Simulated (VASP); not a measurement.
# TlCuI3 (Pm-3m) in VASP: relaxation of cell and atoms with PBE

Aim: the relaxation of cell and atoms of TlCuI3 with PBE.

Program: VASP 6.6.1. These are calculated values, not measurements. Logs are shortened: lines on timing, memory, paths and dates and some standing lists are left out, and cuts for length are marked.

## Step 1: The cell of the first run

The structure is cubic, space group Pm-3m (No. 221). Conventional cell: a = 5.546 Å, b = 5.546 Å, c = 5.546 Å, α = 90.00°, β = 90.00°, γ = 90.00°. Within 5.1 Å of Tl (site symmetry m-3m) lie 12 I at 3.92 Å and 8 Cu at 4.80 Å. Cu (site symmetry m-3m) has 6 I at 2.77 Å within 3.7 Å. Within 3.7 Å of I (site symmetry 4/mmm) lie 2 Cu at 2.77 Å.

## Step 2: Relaxation of cell and atoms, PBE

Input file INCAR:

```
PREC     = Accurate       # precision mode
ENCUT    = 600            # plane-wave cutoff, eV
EDIFF    = 1E-7           # SCF threshold, eV
ISMEAR   = 0              # smearing method
SIGMA    = 0.1            # smearing width, eV
LREAL    = False          # projectors in reciprocal space
LASPH    = True           # aspherical terms in the spheres
NELM     = 80             # most SCF steps
ALGO     = Normal         # electronic algorithm
ISIF     = 3              # what is computed and relaxed
LWAVE    = False          # write WAVECAR
LCHARG   = False          # write CHGCAR
GGA      = PE             # functional
IBRION   = 2              # ionic algorithm
NSW      = 100            # ionic steps
EDIFFG   = -0.01          # ionic threshold
```

Input file KPOINTS:

```
Automatic mesh
0
Gamma
  8 8 8
```

Input file POSCAR:

```
TlCuI3
1.0
    5.5463788000      0.0000000000      0.0000000000
    0.0000000000      5.5463788000      0.0000000000
    0.0000000000      0.0000000000      5.5463788000
Tl Cu I
1 1 3
Direct
    0.5000000000      0.5000000000      0.5000000000
    0.0000000000      0.0000000000      0.0000000000
    0.5000000000      0.0000000000      0.0000000000
    0.0000000000      0.5000000000      0.0000000000
    0.0000000000      0.0000000000      0.5000000000
```

Potentials or basis: VASP PAW PBE potentials, release 64 (Tl_d, Cu, I).

Command:

```
> cat potpaw_PBE.64/Tl_d/POTCAR potpaw_PBE.64/Cu/POTCAR potpaw_PBE.64/I/POTCAR > POTCAR
> mpirun -np 1 vasp_std > vasp.out
```

OUTCAR:

```text
PREC = Accurate
   ENCUT = 600
   EDIFF = 1E-7
   ISMEAR = 0
   LREAL = False
   LASPH = True
   NELM = 80
   ISIF = 3
   GGA = PE
   IBRION = 2
   NSW = 100
   EDIFFG = -0.01

 ion  position               nearest neighbor table
   1  0.500  0.500  0.500-
   2  0.000  0.000  0.000-   3 2.77   4 2.77   5 2.77   5 2.77   4 2.77   3 2.77
   3  0.500  0.000  0.000-   2 2.77   2 2.77
   4  0.000  0.500  0.000-   2 2.77   2 2.77
   5  0.000  0.000  0.500-   2 2.77   2 2.77

  LATTYP: Found a simple cubic cell.
 ALAT       =     5.5463788000

  Lattice vectors:

 A1 = (   5.5463788000,   0.0000000000,   0.0000000000)
 A2 = (   0.0000000000,   5.5463788000,   0.0000000000)
 A3 = (   0.0000000000,   0.0000000000,   5.5463788000)

Analysis of symmetry for initial positions (statically):
=====================================================================
 Subroutine PRICEL returns:
 Original cell was already a primitive cell.

 Routine SETGRP: Setting up the symmetry group for a
 simple cubic supercell.

 Subroutine GETGRP returns: Found 48 space group operations
 (whereof 48 operations were pure point group operations)
 out of a pool of 48 trial point group operations.

The static configuration has the point symmetry O_h .

Analysis of symmetry for dynamics (positions and initial velocities):
=====================================================================
 Subroutine PRICEL returns:
 Original cell was already a primitive cell.

 Routine SETGRP: Setting up the symmetry group for a
 simple cubic supercell.

 Subroutine GETGRP returns: Found 48 space group operations
 (whereof 48 operations were pure point group operations)
 out of a pool of 48 trial point group operations.

The dynamic configuration has the point symmetry O_h .

 Subroutine INISYM returns: Found 48 space group operations
 (whereof 48 operations are pure point group operations),
 and found     1 'primitive' translations

----------------------------------------------------------------------------------------

                                     Primitive cell

  volume of cell :     170.6195

  direct lattice vectors                    reciprocal lattice vectors
     5.546378800  0.000000000  0.000000000     0.180297819  0.000000000  0.000000000
     0.000000000  5.546378800  0.000000000     0.000000000  0.180297819  0.000000000
     0.000000000  0.000000000  5.546378800     0.000000000  0.000000000  0.180297819

  length of vectors
     5.546378800  5.546378800  5.546378800     0.180297819  0.180297819  0.180297819

  position of ions in fractional coordinates (direct lattice)
     0.500000000  0.500000000  0.500000000
     0.000000000  0.000000000  0.000000000
     0.500000000  0.000000000  0.000000000
     0.000000000  0.500000000  0.000000000
     0.000000000  0.000000000  0.500000000

  ion indices of the primitive-cell ions
   primitive index   ion index
                 1           1
                 2           2
                 3           3
                 4           4
                 5           5

----------------------------------------------------------------------------------------

 KPOINTS: Automatic mesh

Automatic generation of k-mesh.
 Grid dimensions read from file:
 generate k-points for:    8    8    8

 Generating k-lattice:

  Cartesian coordinates                     Fractional coordinates (reciprocal lattice)
     0.022537227  0.000000000  0.000000000     0.125000000  0.000000000  0.000000000
     0.000000000  0.022537227  0.000000000     0.000000000  0.125000000  0.000000000
     0.000000000  0.000000000  0.022537227     0.000000000  0.000000000  0.125000000

  Length of vectors
     0.022537227  0.022537227  0.022537227

  Shift w.r.t. Gamma in fractional coordinates (k-lattice)
     0.000000000  0.000000000  0.000000000

 Subroutine IBZKPT returns following result:
 ===========================================

 Found     35 irreducible k-points:

 Following reciprocal coordinates:
            Coordinates               Weight
  0.000000  0.000000  0.000000      1.000000
  0.125000  0.000000  0.000000      6.000000
  0.250000  0.000000  0.000000      6.000000
  0.375000  0.000000  0.000000      6.000000
  0.500000  0.000000  0.000000      3.000000
  0.125000  0.125000  0.000000     12.000000
[... 16 lines left out ...]
  0.375000  0.375000  0.125000     24.000000
  0.500000  0.375000  0.125000     24.000000
 [... further k-points ...]
   k-points           NKPTS =     35   k-points in BZ     NKDIM =     35   number of bands    NBANDS=     27
   number of dos      NEDOS =    301   number of ions     NIONS =      5
   total plane-waves  NPLWV = 110592
   dimension x,y,z NGX =    48 NGY =   48 NGZ =   48
   dimension x,y,z NGXF=    96 NGYF=   96 NGZF=   96
   ions per type =               1   1   3
   NGX,Y,Z   is equivalent  to a cutoff of  14.39, 14.39, 14.39 a.u.
   NGXF,Y,Z  is equivalent  to a cutoff of  28.77, 28.77, 28.77 a.u.
 SYSTEM =  unknown system
   PREC   = accura    normal or accurate (medium, high low for compatibility)
   ISTART =      0    job   : 0-new  1-cont  2-samecut
   ICHARG =      2    charge: 1-file 2-atom 10-const
   ISPIN  =      1    spin polarized calculation?
   LNONCOLLINEAR =      F non collinear calculations
   LSORBIT =      F    spin-orbit coupling
   LASPH  =      T    aspherical Exc in radial PAW
   ENCUT  =  600.0 eV  44.10 Ry    6.64 a.u.  11.08 11.08 11.08*2*pi/ulx,y,z
   NELM   =     80;   NELMIN=  2; NELMDL= -5     # of ELM steps
   EDIFF  = 0.1E-06   stopping-criterion for ELM
   LREAL  =      F    real-space projection
   EDIFFG = -.1E-01   stopping-criterion for IOM
   NSW    =    100    number of steps for IOM
   IBRION =      2    ionic relax: 0-MD 1-quasi-New 2-CG
   NFREE  =      1    steps in history (QN), initial steepest desc. (CG)
   ISIF   =      3    stress and relaxation
   ISYM   =      2    0-nonsym 1-usesym 2-fastsym
   POTIM  = 0.5000    time-step for ionic-motion
   TEBEG  =    0.0;   TEEND  =   0.0 temperature during run
   PSTRESS=    0.0 pullay stress
   NELECT =      45.0000    total number of electrons
   NUPDOWN=      -1.0000    fix difference up-down
   EMIN   =  10.00;   EMAX   =-10.00  energy-range for DOS
   EFERMI =   0.00;   METHOD = LEGACY
   ISMEAR =     0;   SIGMA  =   0.10  broadening in eV -4-tet -1-fermi 0-gaus
   EFERMI_NEDOS =   21; number of points for ismear=-14 and -15
   IALGO  =     38    algorithm
   IMIX   =      4    mixing-type and parameters
     AMIX     =   0.40;   BMIX     =  1.00
     AMIX_MAG =   1.60;   BMIX_MAG =  1.00
  volume/ion in A,a.u.               =      34.12       230.28
  Fermi-wavevector in a.u.,A,eV,Ry     =   1.049871  1.983969 14.996752  1.102230
  Thomas-Fermi vector in A             =   2.184852
   LORBIT       =      0    0 simple, 1 ext, 2 COOP (PROOUT), +10 PAW based schemes
   GGA     = PE    functional components
   LHFCALC =     F    Hartree Fock is set to
   AEXX    =    0.0000 exact exchange contribution
   IVDW    =     0    specifies the selected vdW correction
   LEPSILON=     F    determine dielectric tensor
   LRPA    =     F    only Hartree local field effects (RPA)
 conjugate gradient relaxation of ions
 non-spin polarized calculation
 Gauss-broadening in eV      SIGMA  =   0.10
  energy-cutoff  :      600.00
  volume of cell :      170.62
 maximum number of plane-waves:      5728
 NGX is ok and might be reduce to    48
   NGX = 23   NGY = 23   NGZ = 23

 number of electron      45.0000015 magnetization

 Free energy of the ion-electron system (eV)
  ---------------------------------------------------
  ext. energy  EPLUGINS =         0.00000000
  ---------------------------------------------------
  free energy    TOTEN  =       -11.80647789 eV

  energy without entropy =      -11.78701232  energy(sigma->0) =      -11.79674510

 E-fermi :   3.4214     XC(G=0):  -8.7468

 val. band max:        3.4147447528   @ k =   0.5000   0.2500   0.2500
 cond. band min:       3.4356194118   @ k =   0.5000   0.5000   0.0000
 fundamental gap:      0.0208746590
 Fermi energy:         3.4213761696

 k-point     1 :       0.0000    0.0000    0.0000
  band No.  band energies     occupation
      1      -9.1734      2.00000
      2      -8.0468      2.00000
      3      -8.0468      2.00000
      4      -7.1452      2.00000
      5      -7.1452      2.00000
      6      -7.1452      2.00000
[... 19 lines left out ...]
     26       8.0254      0.00000
     27       8.0254      0.00000

 k-point     2 :       0.1250    0.0000    0.0000
  band No.  band energies     occupation
      1      -9.1385      2.00000
      2      -8.0838      2.00000
      3      -8.0427      2.00000
      4      -7.1459      2.00000
      5      -7.1459      2.00000
      6      -7.1452      2.00000
[... 19 lines left out ...]
     26       7.8420      0.00000
     27       7.8420      0.00000

 k-point     3 :       0.2500    0.0000    0.0000
  band No.  band energies     occupation
      1      -9.0408      2.00000
      2      -8.1873      2.00000
      3      -8.0326      2.00000
      4      -7.1475      2.00000
      5      -7.1475      2.00000
      6      -7.1451      2.00000
[... 19 lines left out ...]
     26       7.5151      0.00000
     27       7.5151      0.00000

 k-point     4 :       0.3750    0.0000    0.0000
  band No.  band energies     occupation
      1      -8.9082      2.00000
      2      -8.3269      2.00000
      3      -8.0223      2.00000
      4      -7.1492      2.00000
      5      -7.1492      2.00000
      6      -7.1475      2.00000
[... 19 lines left out ...]
     26       7.2575      0.00000
     27       7.2575      0.00000

 k-point     5 :       0.5000    0.0000    0.0000
  band No.  band energies     occupation
      1      -8.8279      2.00000
      2      -8.4103      2.00000
      3      -8.0179      2.00000
      4      -7.1512      2.00000
      5      -7.1498      2.00000
      6      -7.1498      2.00000
[... 19 lines left out ...]
     26       7.1615      0.00000
     27       7.5147      0.00000

 k-point     6 :       0.1250    0.1250    0.0000
  band No.  band energies     occupation
      1      -9.1041      2.00000
      2      -8.0976      2.00000
      3      -8.0607      2.00000
      4      -7.1466      2.00000
      5      -7.1459      2.00000
      6      -7.1458      2.00000
[... 444 lines left out ...]
      1      -8.7634      2.00000
      2      -8.3142      2.00000
      3      -8.1531      2.00000
      4      -7.1485      2.00000
      5      -7.1470      2.00000
      6      -7.1446      2.00000
[... 19 lines left out ...]
     26       7.3289      0.00000
     27       7.4437      0.00000

 k-point    22 :       0.5000    0.2500    0.1250
  band No.  band energies     occupation
      1      -8.6851      2.00000
      2      -8.3885      2.00000
      3      -8.1528      2.00000
      4      -7.1480      2.00000
      5      -7.1466      2.00000
      6      -7.1448      2.00000
[... 19 lines left out ...]
     26       7.3733      0.00000
     27       7.8932      0.00000

 k-point    23 :       0.3750    0.3750    0.1250
  band No.  band energies     occupation
      1      -8.6457      2.00000
      2      -8.3270      2.00000
      3      -8.2420      2.00000
      4      -7.1477      2.00000
      5      -7.1463      2.00000
      6      -7.1439      2.00000
[... 19 lines left out ...]
     26       7.3912      0.00000
     27       7.7708      0.00000

 k-point    24 :       0.5000    0.3750    0.1250
  band No.  band energies     occupation
      1      -8.5640      2.00000
      2      -8.3768      2.00000
      3      -8.2673      2.00000
      4      -7.1472      2.00000
      5      -7.1453      2.00000
      6      -7.1445      2.00000
[... 19 lines left out ...]
     26       7.3388      0.00000
     27       8.2631      0.00000

 [... further k-points ...]

------------------------ aborting loop because EDIFF is reached ----------------------------------------

  FORCE on cell =-STRESS in cart. coord.  units (eV):
  Direction    XX          YY          ZZ          XY          YZ          ZX
  --------------------------------------------------------------------------------------
  -------------------------------------------------------------------------------------
  Total        0.0301079      0.0301079      0.0301079      0.0000000      0.0000000     -0.0000000
  in kB        0.2827237      0.2827237      0.2827237      0.0000000      0.0000000     -0.0000000
  external PRESSURE =       0.2827237 kB  Pullay stress =       0.0000000 kB

 VOLUME and BASIS-vectors are now :
 -----------------------------------------------------------------------------
  energy-cutoff  :      600.00
  volume of cell :      170.62
      direct lattice vectors                 reciprocal lattice vectors
     5.546378800  0.000000000  0.000000000     0.180297819  0.000000000  0.000000000
     0.000000000  5.546378800  0.000000000     0.000000000  0.180297819  0.000000000
     0.000000000  0.000000000  5.546378800     0.000000000  0.000000000  0.180297819

 POSITION                                       TOTAL-FORCE (eV/Angst)
 -----------------------------------------------------------------------------------
      2.77319      2.77319      2.77319         0.000000      0.000000      0.000000
      0.00000      0.00000      0.00000         0.000000      0.000000      0.000000
      2.77319      0.00000      0.00000         0.000000      0.000000      0.000000
      0.00000      2.77319      0.00000         0.000000      0.000000      0.000000
      0.00000      0.00000      2.77319         0.000000      0.000000      0.000000
 -----------------------------------------------------------------------------------
    total drift:                                0.000000     -0.000000      0.000000

  FREE ENERGIE OF THE ION-ELECTRON SYSTEM (eV)
  ---------------------------------------------------
  free  energy   TOTEN  =       -11.8064778918 eV

  energy  without entropy=      -11.7870123180  energy(sigma->0) =      -11.79674510

 reached required accuracy - stopping structural energy minimisation
```

Run time: 9.9 min. Hardware: 1 thread of AMD EPYC 9755, shared host; peak memory 0.41 GiB.

Results:

```
Free energy             : -11.8065 eV
Pressure after relaxing : 0.0 GPa
Band gap on the k mesh  : zero (an odd number of electrons rules out a gap without spin polarisation)
```

Final structure:
```xyz
5
Lattice="5.5464 0.0000 0.0000 0.0000 5.5464 0.0000 0.0000 0.0000 5.5464" Properties=species:S:1:pos:R:3 pbc="T T T"
Tl    2.7732    2.7732    2.7732
Cu    0.0000    0.0000    0.0000
I     2.7732    0.0000    0.0000
I     0.0000    2.7732    0.0000
I     0.0000    0.0000    2.7732
```

Caveat: the relaxation stopped at its first step, so nothing moved; spin-orbit coupling is left out, which moves the levels of the heavy elements; an odd number of electrons without spin polarisation forces a metal; a magnetic or distorted state may lie lower.
